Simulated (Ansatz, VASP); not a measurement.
**V: VASP beside Ansatz**

```
CELL_PARAMETERS angstrom
-1.51300 1.51300 1.55839
1.51300 -1.51300 1.55839
1.51300 1.51300 -1.55839
ATOMIC_POSITIONS crystal
V 0.00000 0.00000 0.00000
```

Change from the starting cell: zz strain of +3 %.

Alike in both runs: task single point; functional PBEsol; k mesh 19 × 19 × 19; occupations fermi-dirac, width 0.03 eV; collinear spin.

```csv
,VASP,Ansatz
version,VASP 6.6.1,Ansatz 0.2.0
potentials or method,"VASP PAW PBE potentials, release 64 (V_sv), cutoff 500 eV","all-electron LAPW, scalar-relativistic"
```

```csv
,VASP,Ansatz,Ansatz less VASP
pressure (GPa),-15.8,-15.9,-0.09
"traceless stress, the component that is largest in VASP (GPa)",-2.18,-2.18,+0.003
net moment per atom (μB),0.00,0.00,0.000
```

VASP's potentials were made for PBE, not for PBEsol. Ansatz ran all-electron here, and VASP with PAW potentials. Ansatz's warnings: seeded moment not kept.
